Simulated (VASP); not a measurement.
# NaCl (R-3m) in VASP: a series of runs

The runs below take NaCl through electric field gradients, with PBEsol.

All numbers are computed with VASP 6.6.1; they aren't measurements. Logs are shortened: lines on timing, memory, paths and dates and some standing lists are left out, and cuts for length are marked.

**1. The cell of the first run**

It takes space group R-3m (No. 166, trigonal). The conventional cell has a = 4.004 Å, b = 4.004 Å, c = 5.053 Å, α = 90.00°, β = 90.00°, γ = 120.00°. Na (site symmetry -3m) has 8 Cl at 2.46 to 2.53 Å and 6 Na at 2.86 Å within 3.2 Å. Within 3.2 Å of Cl (site symmetry -3m) lie 8 Na at 2.46 to 2.53 Å and 6 Cl at 2.86 Å.

**2. Electric field gradients, PBEsol (equal xy, yz and zx shear strains of +2 %)**

INCAR reads:

```
SYSTEM = NaCl
PREC = Accurate
ENCUT = 520
EDIFF = 1E-8
ISMEAR = -1
SIGMA = 0.02
LREAL = .FALSE.
LASPH = .TRUE.
NELM = 100
ALGO = Normal
ISIF = 2
LWAVE = .FALSE.
LCHARG = .FALSE.
GGA = PS
LEFG = .TRUE.
NBANDS = 14
```

KPOINTS reads:

```
regular mesh
0
G
  8 8 8
  0 0 0
```

POSCAR reads:

```
NaCl
1.0
    2.8600000000      0.0286000000      0.0286000000
    0.0286000000      2.8600000000      0.0286000000
    0.0286000000      0.0286000000      2.8600000000
Na Cl
1 1
Direct
    0.0000000000      0.0000000000      0.0000000000
    0.5000000000      0.5000000000      0.5000000000
```

Potentials or basis: VASP PAW PBE potentials, release 64 (Na_pv, Cl).

The run is started by

```console
cat potpaw_PBE.64/Na_pv/POTCAR potpaw_PBE.64/Cl/POTCAR > POTCAR
mpirun -np 1 vasp_std > vasp.out
```

OUTCAR:

```text
SYSTEM = NaCl
   PREC = Accurate
   ENCUT = 520
   EDIFF = 1E-8
   ISMEAR = -1
   LREAL = .FALSE.
   LASPH = .TRUE.
   NELM = 100
   ISIF = 2
   GGA = PS

 ion  position               nearest neighbor table
   1  0.000  0.000  0.000-   2 2.46   2 2.46   2 2.46   2 2.46   2 2.46   2 2.46   2 2.53   2 2.53

   2  0.500  0.500  0.500-   1 2.46   1 2.46   1 2.46   1 2.46   1 2.46   1 2.46   1 2.53   1 2.53

  LATTYP: Found a trigonal (rhomboedric) cell.
 ALAT       =     2.8602859857
 COS(alpha) =     0.0200959808

  Lattice vectors:

 A1 = (   2.8600000000,   0.0286000000,   0.0286000000)
 A2 = (   0.0286000000,   2.8600000000,   0.0286000000)
 A3 = (   0.0286000000,   0.0286000000,   2.8600000000)

Analysis of symmetry for initial positions (statically):
=====================================================================
 Subroutine PRICEL returns:
 Original cell was already a primitive cell.

 Routine SETGRP: Setting up the symmetry group for a
 trigonal (rhombohedral) supercell.

 Subroutine GETGRP returns: Found 12 space group operations
 (whereof 12 operations were pure point group operations)
 out of a pool of 12 trial point group operations.

The static configuration has the point symmetry D_3d.

Analysis of symmetry for dynamics (positions and initial velocities):
=====================================================================
 Subroutine PRICEL returns:
 Original cell was already a primitive cell.

 Routine SETGRP: Setting up the symmetry group for a
 trigonal (rhombohedral) supercell.

 Subroutine GETGRP returns: Found 12 space group operations
 (whereof 12 operations were pure point group operations)
 out of a pool of 12 trial point group operations.

The dynamic configuration has the point symmetry D_3d.

 Subroutine INISYM returns: Found 12 space group operations
 (whereof 12 operations are pure point group operations),
 and found     1 'primitive' translations

----------------------------------------------------------------------------------------

                                     Primitive cell

  volume of cell :      23.3867

  direct lattice vectors                    reciprocal lattice vectors
     2.860000000  0.028600000  0.028600000     0.349719601 -0.003462570 -0.003462570
     0.028600000  2.860000000  0.028600000    -0.003462570  0.349719601 -0.003462570
     0.028600000  0.028600000  2.860000000    -0.003462570 -0.003462570  0.349719601

  length of vectors
     2.860285986  2.860285986  2.860285986     0.349753882  0.349753882  0.349753882

  position of ions in fractional coordinates (direct lattice)
     0.000000000  0.000000000  0.000000000
     0.500000000  0.500000000  0.500000000

  ion indices of the primitive-cell ions
   primitive index   ion index
                 1           1
                 2           2

----------------------------------------------------------------------------------------

 KPOINTS: regular mesh

Automatic generation of k-mesh.
 Grid dimensions read from file:
 generate k-points for:    8    8    8

 Generating k-lattice:

  Cartesian coordinates                     Fractional coordinates (reciprocal lattice)
     0.043714950 -0.000432821 -0.000432821     0.125000000  0.000000000  0.000000000
    -0.000432821  0.043714950 -0.000432821     0.000000000  0.125000000  0.000000000
    -0.000432821 -0.000432821  0.043714950     0.000000000  0.000000000  0.125000000

  Length of vectors
     0.043719235  0.043719235  0.043719235

  Shift w.r.t. Gamma in fractional coordinates (k-lattice)
[... 37 lines left out ...]
   dimension x,y,z NGX =    24 NGY =   24 NGZ =   24
   dimension x,y,z NGXF=    48 NGYF=   48 NGZF=   48
   ions per type =               1   1
   NGX,Y,Z   is equivalent  to a cutoff of  13.95, 13.95, 13.95 a.u.
   NGXF,Y,Z  is equivalent  to a cutoff of  27.90, 27.90, 27.90 a.u.
 SYSTEM =  NaCl
   PREC   = accura    normal or accurate (medium, high low for compatibility)
   ISTART =      0    job   : 0-new  1-cont  2-samecut
   ICHARG =      2    charge: 1-file 2-atom 10-const
   ISPIN  =      1    spin polarized calculation?
   LNONCOLLINEAR =      F non collinear calculations
   LSORBIT =      F    spin-orbit coupling
   LASPH  =      T    aspherical Exc in radial PAW
   ENCUT  =  520.0 eV  38.22 Ry    6.18 a.u.   5.32  5.32  5.32*2*pi/ulx,y,z
   NELM   =    100;   NELMIN=  2; NELMDL= -5     # of ELM steps
   EDIFF  = 0.1E-07   stopping-criterion for ELM
   LREAL  =      F    real-space projection
   EDIFFG = 0.1E-06   stopping-criterion for IOM
   NSW    =      0    number of steps for IOM
   IBRION =     -1    ionic relax: 0-MD 1-quasi-New 2-CG
   NFREE  =      0    steps in history (QN), initial steepest desc. (CG)
   ISIF   =      2    stress and relaxation
   ISYM   =      2    0-nonsym 1-usesym 2-fastsym
   POTIM  = 0.5000    time-step for ionic-motion
   TEBEG  =    0.0;   TEEND  =   0.0 temperature during run
   PSTRESS=    0.0 pullay stress
   NELECT =      14.0000    total number of electrons
   NUPDOWN=      -1.0000    fix difference up-down
   EMIN   =  10.00;   EMAX   =-10.00  energy-range for DOS
   EFERMI =   0.00;   METHOD = LEGACY
   ISMEAR =    -1;   SIGMA  =   0.02  broadening in eV -4-tet -1-fermi 0-gaus
   EFERMI_NEDOS =   21; number of points for ismear=-14 and -15
   IALGO  =     38    algorithm
   IMIX   =      4    mixing-type and parameters
     AMIX     =   0.40;   BMIX     =  1.00
     AMIX_MAG =   1.60;   BMIX_MAG =  1.00
  volume/ion in A,a.u.               =      11.69        78.91
  Fermi-wavevector in a.u.,A,eV,Ry     =   1.379732  2.607315 25.900858  1.903659
  Thomas-Fermi vector in A             =   2.504674
   LORBIT       =      0    0 simple, 1 ext, 2 COOP (PROOUT), +10 PAW based schemes
   GGA     = PS    functional components
   LHFCALC =     F    Hartree Fock is set to
   AEXX    =    0.0000 exact exchange contribution
   IVDW    =     0    specifies the selected vdW correction
   LEPSILON=     F    determine dielectric tensor
   LRPA    =     F    only Hartree local field effects (RPA)
 non-spin polarized calculation
  energy-cutoff  :      520.00
  volume of cell :       23.39
 maximum number of plane-waves:       640
 NGX is ok and might be reduce to    24
   NGX = 11   NGY = 11   NGZ = 11

 number of electron      14.0000001 magnetization

 Free energy of the ion-electron system (eV)
  ---------------------------------------------------
  ext. energy  EPLUGINS =         0.00000000
  ---------------------------------------------------
  free energy    TOTEN  =        -4.77159676 eV

  energy without entropy =       -4.77159676  energy(sigma->0) =       -4.77159676

 E-fermi :   7.2870     XC(G=0): -11.5624

 val. band max:        6.7595115350   @ k =   0.5000   0.5000   0.0000
 cond. band min:      10.9731387504   @ k =   0.5000   0.5000   0.0000
 fundamental gap:      4.2136272154
 Fermi energy:         7.2870497046

 k-point     1 :       0.0000    0.0000    0.0000
  band No.  band energies     occupation
      1     -15.8198      2.00000
      2     -15.8198      2.00000
      3     -15.8052      2.00000
      4     -10.2432      2.00000
      5       5.4492      2.00000
      6       5.4492      2.00000
      7       5.5656      2.00000
      8      13.2662      0.00000
      9      13.2662      0.00000
     10      13.9624      0.00000
     11      24.4476      0.00000
     12      24.4476      0.00000
     13      24.8226      0.00000
     14      28.4674      0.00000
[... 377 lines left out ...]
      1     -16.1587      2.00000
      2     -15.8284      2.00000
      3     -15.8190      2.00000
      4      -8.6434      2.00000
      5       0.8155      2.00000
      6       4.9627      2.00000
      7       5.1646      2.00000
      8      16.3738      0.00000
      9      16.5906      0.00000
     10      17.1854      0.00000
     11      17.9241      0.00000
     12      22.2365      0.00000
     13      22.8482      0.00000
     14      25.2553      0.00000

 [... further k-points ...]

------------------------ aborting loop because EDIFF is reached ----------------------------------------

  FORCE on cell =-STRESS in cart. coord.  units (eV):
  Direction    XX          YY          ZZ          XY          YZ          ZX
  --------------------------------------------------------------------------------------
  -------------------------------------------------------------------------------------
  Total        8.7959910      8.7959910      8.7959910     -0.1846326     -0.1846326     -0.1846326
  in kB      602.5966305    602.5966305    602.5966305    -12.6488292    -12.6488292    -12.6488292
  external PRESSURE =     602.5966305 kB  Pullay stress =       0.0000000 kB

 VOLUME and BASIS-vectors are now :
 -----------------------------------------------------------------------------
  energy-cutoff  :      520.00
  volume of cell :       23.39
      direct lattice vectors                 reciprocal lattice vectors
     2.860000000  0.028600000  0.028600000     0.349719601 -0.003462570 -0.003462570
     0.028600000  2.860000000  0.028600000    -0.003462570  0.349719601 -0.003462570
     0.028600000  0.028600000  2.860000000    -0.003462570 -0.003462570  0.349719601

 POSITION                                       TOTAL-FORCE (eV/Angst)
 -----------------------------------------------------------------------------------
      0.00000      0.00000      0.00000         0.000000      0.000000      0.000000
      1.45860      1.45860      1.45860        -0.000000     -0.000000      0.000000
 -----------------------------------------------------------------------------------
    total drift:                               -0.000000     -0.000000     -0.000000

  FREE ENERGIE OF THE ION-ELECTRON SYSTEM (eV)
  ---------------------------------------------------
  free  energy   TOTEN  =        -4.7715967580 eV

  energy  without entropy=       -4.7715967580  energy(sigma->0) =       -4.77159676

 Electric field gradients (V/A^2)
---------------------------------------------------------------------
 ion       V_xx      V_yy      V_zz      V_xy      V_xz      V_yz
---------------------------------------------------------------------
   1      -0.000    -0.000    -0.000     1.951     1.951     1.951
   2      -0.000    -0.000     0.000     0.563     0.563     0.563
---------------------------------------------------------------------

 Electric field gradients after diagonalization (V/A^2)
 (convention: |V_zz| > |V_xx| > |V_yy|)
----------------------------------------------------------------------
 ion       V_xx      V_yy      V_zz     asymmetry (V_yy - V_xx)/ V_zz
----------------------------------------------------------------------
   1      -1.951    -1.951     3.902       0.000
   2      -0.563    -0.563     1.125       0.000
----------------------------------------------------------------------

           NMR quadrupolar parameters

 Cq : quadrupolar parameter    Cq=e*Q*V_zz/h
 eta: asymmetry parameters     (V_yy - V_xx)/ V_zz
 Q  : nuclear electric quadrupole moment in mb (millibarn)
----------------------------------------------------------------------
 ion       Cq(MHz)       eta       Q (mb)
----------------------------------------------------------------------
   1       0.009       0.000       1.000
   2       0.003       0.000       1.000
----------------------------------------------------------------------
```

It took 24 s on 1 thread of Intel Xeon 8259CL, shared host; peak memory 0.14 GiB.

What came out:

| Property | Result |
| --- | --- |
| Free energy | -4.7716 eV |
| Pressure | 60.3 GPa |
| Band gap on the k mesh | 4.21 eV |
| Largest electric field gradient by atom | Na +3.9; Cl +1.1 V/Å² |

Levels at points of the mesh, in eV from the valence-band top:
```csv
k point,band 3,band 4,band 5,band 6,band 7,band 8,band 9,band 10,band 11,band 12
"(0.00, 0.00, 0.00)",-22.56,-17.00,-1.31,-1.31,-1.19,6.51,6.51,7.20,17.69,17.69
"(0.50, 0.00, 0.00)",-22.53,-15.31,-7.00,-0.86,-0.73,9.06,9.16,12.69,12.71,13.65
"(0.50, 0.50, 0.00)",-22.51,-14.56,-5.48,-5.33,0.00,4.21,10.56,12.73,12.79,15.23
"(0.50, 0.50, 0.50)",-22.76,-13.34,-4.94,-4.78,-4.78,5.86,6.29,6.29,16.93,22.60
```

Electric field gradients, principal values (V/Å²):
| atom | least | middle | greatest (by size) |
| --- | --- | --- | --- |
| 1 Na | -1.951 | -1.951 | 3.902 |
| 2 Cl | -0.563 | -0.563 | 1.125 |

Caveat: the cell differs from its parent crystal (equal xy, yz and zx shear strains of +2 %); the cell stands under pressure; without QUAD_EFG the Cq values of the log hold for a quadrupole moment of 1 mb, not for the nuclei; the PAW data sets were made with another functional, which shifts forces and pressure a little. A k mesh can miss the band edges.

**3. Electric field gradients, PBEsol (equal xy, yz and zx shear strains of +1 %)**

INCAR reads:

```
ALGO = Normal
EDIFF = 1E-8
ENCUT = 520
GGA = PS
ISIF = 2
ISMEAR = -1
LASPH = True
LCHARG = False
LEFG = True
LREAL = False
LWAVE = False
NBANDS = 14
NELM = 60
PREC = Accurate
SIGMA = 0.02
```

KPOINTS reads:

```
k-points
0
Gamma
  8 8 8
```

POSCAR reads:

```
NaCl
1.0
    2.8600000000      0.0143000000      0.0143000000
    0.0143000000      2.8600000000      0.0143000000
    0.0143000000      0.0143000000      2.8600000000
Na Cl
1 1
Direct
    0.0000000000      0.0000000000      0.0000000000
    0.5000000000      0.5000000000      0.5000000000
```

Potentials or basis: VASP PAW PBE potentials, release 64 (Na_pv, Cl).

The run is started by

```console
cat potpaw_PBE.64/Na_pv/POTCAR potpaw_PBE.64/Cl/POTCAR > POTCAR
mpirun -np 1 vasp_std > vasp.out
```

OUTCAR:

```text
EDIFF = 1E-8
   ENCUT = 520
   GGA = PS
   ISIF = 2
   ISMEAR = -1
   LASPH = True
   LREAL = False
   NELM = 60
   PREC = Accurate

 ion  position               nearest neighbor table
   1  0.000  0.000  0.000-   2 2.47   2 2.47   2 2.47   2 2.47   2 2.47   2 2.47   2 2.50   2 2.50

   2  0.500  0.500  0.500-   1 2.47   1 2.47   1 2.47   1 2.47   1 2.47   1 2.47   1 2.50   1 2.50

  LATTYP: Found a trigonal (rhomboedric) cell.
 ALAT       =     2.8600714991
 COS(alpha) =     0.0100244988

  Lattice vectors:

 A1 = (   2.8600000000,   0.0143000000,   0.0143000000)
 A2 = (   0.0143000000,   2.8600000000,   0.0143000000)
 A3 = (   0.0143000000,   0.0143000000,   2.8600000000)

[... 619 lines left out ...]
  free  energy   TOTEN  =        -4.7778099034 eV

  energy  without entropy=       -4.7778099034  energy(sigma->0) =       -4.77780990

 Electric field gradients (V/A^2)
---------------------------------------------------------------------
 ion       V_xx      V_yy      V_zz      V_xy      V_xz      V_yz
---------------------------------------------------------------------
   1      -0.000    -0.000     0.000     1.014     1.014     1.014
   2      -0.000    -0.000    -0.000     0.341     0.341     0.341
---------------------------------------------------------------------

 Electric field gradients after diagonalization (V/A^2)
 (convention: |V_zz| > |V_xx| > |V_yy|)
----------------------------------------------------------------------
 ion       V_xx      V_yy      V_zz     asymmetry (V_yy - V_xx)/ V_zz
----------------------------------------------------------------------
   1      -1.014    -1.014     2.029       0.000
   2      -0.341    -0.341     0.682       0.000
----------------------------------------------------------------------

           NMR quadrupolar parameters

 Cq : quadrupolar parameter    Cq=e*Q*V_zz/h
 eta: asymmetry parameters     (V_yy - V_xx)/ V_zz
 Q  : nuclear electric quadrupole moment in mb (millibarn)
----------------------------------------------------------------------
 ion       Cq(MHz)       eta       Q (mb)
----------------------------------------------------------------------
   1       0.005       0.000       1.000
   2       0.002       0.000       1.000
----------------------------------------------------------------------
```

Wall time 24 s (1 thread of Intel Xeon 8259CL, shared host); peak memory 0.14 GiB.

Results:

```
Free energy                             : -4.7778 eV
Pressure                                : 60.1 GPa
Band gap on the k mesh                  : 4.20 eV
Largest electric field gradient by atom : Na +2.0; Cl +0.7 V/Å²
```

Electric field gradients, principal values (V/Å²):
```
atom   least  middle  greatest (by size)
1 Na  -1.014  -1.014               2.029
2 Cl  -0.341  -0.341               0.682
```

Caveat: the cell differs from its parent crystal (equal xy, yz and zx shear strains of +1 %); the cell stands under pressure; without QUAD_EFG the Cq values of the log hold for a quadrupole moment of 1 mb, not for the nuclei; the PAW data sets were made with another functional, which shifts forces and pressure a little. A k mesh can miss the band edges.

(Continued in part 2 of 2.)
